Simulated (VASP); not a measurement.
# KF (P4/nmm) in VASP: single point with PBE

Aim: the single point of KF with PBE.

All numbers are computed with VASP 6.6.1; they aren't measurements. Logs are shortened: lines on timing, memory, paths and dates and some standing lists are left out, and cuts for length are marked.

## Step 1: The cell of the first run

It takes space group P4/nmm (No. 129, tetragonal). Conventional cell: a = 4.877 Å, b = 4.877 Å, c = 3.775 Å, α = 90.00°, β = 90.00°, γ = 90.00°. K (site symmetry -4m2) has 4 F at 2.61 Å and 4 K at 3.45 Å within 3.5 Å. Within 3.4 Å of F (site symmetry 4mm) lie 4 K at 2.61 Å.

The cell was built from a structure type or drawn by symmetry, and may not be a known phase.

## Step 2: Single point, PBE

INCAR

```
SYSTEM = KF
ALGO = Normal ; EDIFF = 1E-6
ENCUT = 600 ; GGA = PE
GGA_COMPAT = .False. ; ISIF = 2
ISMEAR = 0 ; LASPH = .True.
LCHARG = .False. ; LREAL = .False.
LWAVE = .False. ; NBANDS = 24
NELM = 120 ; PREC = Accurate
SIGMA = 0.15
```

KPOINTS

```
k-points
0
Gamma
  3 3 3
  0 0 0
```

POSCAR

```
KF
1.0
    4.8765125052      0.0000000000      0.0000000000
    0.0000000000      4.8765125052      0.0000000000
    0.0000000000      0.0000000000      3.7750346434
K F
2 2
Direct
    0.0000000000      0.0000000000      0.0000000000
    0.5000000000      0.5000000000      0.0000000000
    0.0000000000      0.5000000000      0.7509768188
    0.5000000000      0.0000000000      0.2490231812
```

Potentials or basis: VASP PAW PBE potentials, release 64 (K_sv, F).

Launch:

```bash
cat potpaw_PBE.64/K_sv/POTCAR potpaw_PBE.64/F/POTCAR > POTCAR
mpirun -np 1 vasp_std > vasp.out
```

OUTCAR:

```text
SYSTEM = KF
   EDIFF = 1E-6
   ENCUT = 600
   GGA = PE
   ISIF = 2
   ISMEAR = 0
   LASPH = .True.
   LREAL = .False.
   NELM = 120
   PREC = Accurate

 ion  position               nearest neighbor table
   1  0.000  0.000  0.000-   3 2.61   4 2.61   3 2.61   4 2.61   2 3.45   2 3.45   2 3.45   2 3.45

   2  0.500  0.500  0.000-   3 2.61   4 2.61   4 2.61   3 2.61   1 3.45   1 3.45   1 3.45   1 3.45

   3  0.000  0.500  0.751-   1 2.61   2 2.61   1 2.61   2 2.61
   4  0.500  0.000  0.249-   1 2.61   2 2.61   2 2.61   1 2.61

  LATTYP: Found a simple tetragonal cell.
 ALAT       =     4.8765125052
 C/A-ratio  =     0.7741259023

  Lattice vectors:

 A1 = (   4.8765125052,   0.0000000000,   0.0000000000)
 A2 = (   0.0000000000,   4.8765125052,   0.0000000000)
 A3 = (   0.0000000000,   0.0000000000,   3.7750346434)

Analysis of symmetry for initial positions (statically):
=====================================================================
 Subroutine PRICEL returns:
 Original cell was already a primitive cell.

 Routine SETGRP: Setting up the symmetry group for a
 simple tetragonal supercell.

 Subroutine GETGRP returns: Found 16 space group operations
 (whereof  8 operations were pure point group operations)
 out of a pool of 16 trial point group operations.

The static configuration has the point symmetry D_2d.
 The point group associated with its full space group is D_4h.

Analysis of symmetry for dynamics (positions and initial velocities):
=====================================================================
 Subroutine PRICEL returns:
 Original cell was already a primitive cell.

 Routine SETGRP: Setting up the symmetry group for a
 simple tetragonal supercell.

 Subroutine GETGRP returns: Found 16 space group operations
 (whereof  8 operations were pure point group operations)
 out of a pool of 16 trial point group operations.

The dynamic configuration has the point symmetry D_2d.
 The point group associated with its full space group is D_4h.

 Subroutine INISYM returns: Found 16 space group operations
 (whereof  8 operations are pure point group operations),
 and found     1 'primitive' translations

----------------------------------------------------------------------------------------

                                     Primitive cell

  volume of cell :      89.7717

  direct lattice vectors                    reciprocal lattice vectors
     4.876512505  0.000000000  0.000000000     0.205064582  0.000000000  0.000000000
     0.000000000  4.876512505  0.000000000     0.000000000  0.205064582  0.000000000
     0.000000000  0.000000000  3.775034643     0.000000000  0.000000000  0.264898231

  length of vectors
     4.876512505  4.876512505  3.775034643     0.205064582  0.205064582  0.264898231

  position of ions in fractional coordinates (direct lattice)
     0.000000000  0.000000000  0.000000000
     0.500000000  0.500000000  0.000000000
     0.000000000  0.500000000  0.750976819
     0.500000000  0.000000000  0.249023181

  ion indices of the primitive-cell ions
   primitive index   ion index
                 1           1
                 2           2
                 3           3
                 4           4

----------------------------------------------------------------------------------------

 KPOINTS: k-points

Automatic generation of k-mesh.
 Grid dimensions read from file:
 generate k-points for:    3    3    3

 Generating k-lattice:

  Cartesian coordinates                     Fractional coordinates (reciprocal lattice)
     0.068354861  0.000000000  0.000000000     0.333333333  0.000000000  0.000000000
     0.000000000  0.068354861  0.000000000     0.000000000  0.333333333  0.000000000
     0.000000000  0.000000000  0.088299410     0.000000000  0.000000000  0.333333333

  Length of vectors
     0.068354861  0.068354861  0.088299410

  Shift w.r.t. Gamma in fractional coordinates (k-lattice)
     0.000000000  0.000000000  0.000000000

 Subroutine IBZKPT returns following result:
 ===========================================

 Found      6 irreducible k-points:

 Following reciprocal coordinates:
            Coordinates               Weight
  0.000000  0.000000  0.000000      1.000000
  0.333333  0.000000  0.000000      4.000000
  0.333333  0.333333  0.000000      4.000000
  0.000000  0.000000  0.333333      2.000000
  0.333333  0.000000  0.333333      8.000000
  0.333333  0.333333  0.333333      8.000000
   k-points           NKPTS =      6   k-points in BZ     NKDIM =      6   number of bands    NBANDS=     24
   number of dos      NEDOS =    301   number of ions     NIONS =      4
   total plane-waves  NPLWV =  48000
   dimension x,y,z NGX =    40 NGY =   40 NGZ =   30
   dimension x,y,z NGXF=    80 NGYF=   80 NGZF=   60
   ions per type =               2   2
   NGX,Y,Z   is equivalent  to a cutoff of  13.64, 13.64, 13.21 a.u.
   NGXF,Y,Z  is equivalent  to a cutoff of  27.27, 27.27, 26.42 a.u.
 SYSTEM =  KF
   PREC   = accura    normal or accurate (medium, high low for compatibility)
   ISTART =      0    job   : 0-new  1-cont  2-samecut
   ICHARG =      2    charge: 1-file 2-atom 10-const
   ISPIN  =      1    spin polarized calculation?
   LNONCOLLINEAR =      F non collinear calculations
   LSORBIT =      F    spin-orbit coupling
   LASPH  =      T    aspherical Exc in radial PAW
   ENCUT  =  600.0 eV  44.10 Ry    6.64 a.u.   9.74  9.74  7.54*2*pi/ulx,y,z
   NELM   =    120;   NELMIN=  2; NELMDL= -5     # of ELM steps
   EDIFF  = 0.1E-05   stopping-criterion for ELM
   LREAL  =      F    real-space projection
   EDIFFG = 0.1E-04   stopping-criterion for IOM
   NSW    =      0    number of steps for IOM
   IBRION =     -1    ionic relax: 0-MD 1-quasi-New 2-CG
   NFREE  =      0    steps in history (QN), initial steepest desc. (CG)
   ISIF   =      2    stress and relaxation
   ISYM   =      2    0-nonsym 1-usesym 2-fastsym
   POTIM  = 0.5000    time-step for ionic-motion
   TEBEG  =    0.0;   TEEND  =   0.0 temperature during run
   PSTRESS=    0.0 pullay stress
   NELECT =      32.0000    total number of electrons
   NUPDOWN=      -1.0000    fix difference up-down
   EMIN   =  10.00;   EMAX   =-10.00  energy-range for DOS
   EFERMI =   0.00;   METHOD = LEGACY
   ISMEAR =     0;   SIGMA  =   0.15  broadening in eV -4-tet -1-fermi 0-gaus
   EFERMI_NEDOS =   21; number of points for ismear=-14 and -15
   IALGO  =     38    algorithm
   IMIX   =      4    mixing-type and parameters
     AMIX     =   0.40;   BMIX     =  1.00
     AMIX_MAG =   1.60;   BMIX_MAG =  1.00
  volume/ion in A,a.u.               =      22.44       151.45
  Fermi-wavevector in a.u.,A,eV,Ry     =   1.160767  2.193531 18.332209  1.347379
  Thomas-Fermi vector in A             =   2.297346
   LORBIT       =      0    0 simple, 1 ext, 2 COOP (PROOUT), +10 PAW based schemes
   GGA     = PE    functional components
   LHFCALC =     F    Hartree Fock is set to
   AEXX    =    0.0000 exact exchange contribution
   IVDW    =     0    specifies the selected vdW correction
   LEPSILON=     F    determine dielectric tensor
   LRPA    =     F    only Hartree local field effects (RPA)
 non-spin polarized calculation
 Gauss-broadening in eV      SIGMA  =   0.15
  energy-cutoff  :      600.00
  volume of cell :       89.77
 maximum number of plane-waves:      3019
 NGX is ok and might be reduce to    40
   NGX = 19   NGY = 19   NGZ = 15

 number of electron      31.9999995 magnetization

 Free energy of the ion-electron system (eV)
  ---------------------------------------------------
  ext. energy  EPLUGINS =         0.00000000
  ---------------------------------------------------
  free energy    TOTEN  =       -16.01267123 eV

  energy without entropy =      -16.01267123  energy(sigma->0) =      -16.01267123

 E-fermi :  -2.3793     XC(G=0):  -7.6690

 val. band max:       -3.0472145001   @ k =   0.3333   0.3333   0.0000
 cond. band min:       2.1105926179   @ k =   0.0000   0.0000   0.0000
 fundamental gap:      5.1578071180
 Fermi energy:        -2.3793258316

 k-point     1 :       0.0000    0.0000    0.0000
  band No.  band energies     occupation
      1     -29.9290      2.00000
      2     -29.7939      2.00000
      3     -21.7825      2.00000
      4     -21.7564      2.00000
      5     -13.6451      2.00000
      6     -13.6451      2.00000
[... 16 lines left out ...]
     23       8.6918      0.00000
     24       8.7205      0.00000

 k-point     2 :       0.3333    0.0000    0.0000
  band No.  band energies     occupation
      1     -29.8924      2.00000
      2     -29.8247      2.00000
      3     -21.8017      2.00000
      4     -21.7880      2.00000
      5     -13.5194      2.00000
      6     -13.4509      2.00000
[... 16 lines left out ...]
     23       8.2368      0.00000
     24       8.9218      0.00000

 k-point     3 :       0.3333    0.3333    0.0000
  band No.  band energies     occupation
      1     -29.8721      2.00000
      2     -29.8382      2.00000
      3     -21.8248      2.00000
      4     -21.8176      2.00000
      5     -13.5417      2.00000
      6     -13.4059      2.00000
[... 16 lines left out ...]
     23       8.3246      0.00000
     24       8.6552      0.00000

 k-point     4 :       0.0000    0.0000    0.3333
  band No.  band energies     occupation
      1     -29.9106      2.00000
      2     -29.7789      2.00000
      3     -21.7919      2.00000
      4     -21.7306      2.00000
      5     -13.6092      2.00000
      6     -13.6092      2.00000
[... 16 lines left out ...]
     23       7.9551      0.00000
     24       8.8482      0.00000

 k-point     5 :       0.3333    0.0000    0.3333
  band No.  band energies     occupation
      1     -29.8751      2.00000
      2     -29.8092      2.00000
      3     -21.7987      2.00000
      4     -21.7676      2.00000
      5     -13.5334      2.00000
      6     -13.4875      2.00000
[... 16 lines left out ...]
     23       7.9129      0.00000
     24       8.0659      0.00000

 k-point     6 :       0.3333    0.3333    0.3333
  band No.  band energies     occupation
      1     -29.8555      2.00000
      2     -29.8225      2.00000
      3     -21.8138      2.00000
      4     -21.7981      2.00000
      5     -13.5751      2.00000
      6     -13.4843      2.00000
[... 16 lines left out ...]
     23       8.3227      0.00000
     24       8.6145      0.00000

------------------------ aborting loop because EDIFF is reached ----------------------------------------

  FORCE on cell =-STRESS in cart. coord.  units (eV):
  Direction    XX          YY          ZZ          XY          YZ          ZX
  --------------------------------------------------------------------------------------
  -------------------------------------------------------------------------------------
  Total       -0.0829943     -0.0829943     -0.3506504      0.0000000     -0.0000000      0.0000000
  in kB       -1.4812191     -1.4812191     -6.2581399      0.0000000     -0.0000000      0.0000000
  external PRESSURE =      -3.0735260 kB  Pullay stress =       0.0000000 kB

 VOLUME and BASIS-vectors are now :
 -----------------------------------------------------------------------------
  energy-cutoff  :      600.00
  volume of cell :       89.77
      direct lattice vectors                 reciprocal lattice vectors
     4.876512505  0.000000000  0.000000000     0.205064582  0.000000000  0.000000000
     0.000000000  4.876512505  0.000000000     0.000000000  0.205064582  0.000000000
     0.000000000  0.000000000  3.775034643     0.000000000  0.000000000  0.264898231

 POSITION                                       TOTAL-FORCE (eV/Angst)
 -----------------------------------------------------------------------------------
      0.00000      0.00000      0.00000         0.000000     -0.000000     -0.000000
      2.43826      2.43826      0.00000        -0.000000      0.000000     -0.000000
      0.00000      2.43826      2.83496         0.000000      0.000000     -0.057676
      2.43826      0.00000      0.94007         0.000000      0.000000      0.057676
 -----------------------------------------------------------------------------------
    total drift:                                0.000000      0.000000      0.000000

  FREE ENERGIE OF THE ION-ELECTRON SYSTEM (eV)
  ---------------------------------------------------
  free  energy   TOTEN  =       -16.0126712308 eV

  energy  without entropy=      -16.0126712307  energy(sigma->0) =      -16.01267123
```

Run time: 7.9 s. Hardware: 1 thread of Intel Xeon 6975P-C (Granite Rapids), shared host; peak memory 0.21 GiB.

Results:

```yaml
Free_energy: -16.0127 eV
Pressure: -0.3 GPa
Largest_force: 0.058 eV/Å
Band_gap_on_the_k_mesh: 5.16 eV (least direct gap 5.25 eV)
```

Forces in eV/Å, atoms in the order of the input:
```
K    0.000  0.000  0.000
K    0.000  0.000  0.000
F    0.000  0.000 -0.058
F    0.000  0.000  0.058
```

Levels at points of the mesh, in eV from the valence-band top:
| k point | band 13 | band 14 | band 15 | band 16 | band 17 | band 18 | band 19 | band 20 |
| --- | --- | --- | --- | --- | --- | --- | --- | --- |
| (0.00, 0.00, 0.00) | -0.24 | -0.21 | -0.21 | -0.09 | 5.16 | 8.56 | 8.80 | 9.08 |

Caveat: the k points lie up to 0.55 Å⁻¹ apart; an odd mesh through Γ misses points on the zone boundary, where band edges can lie.
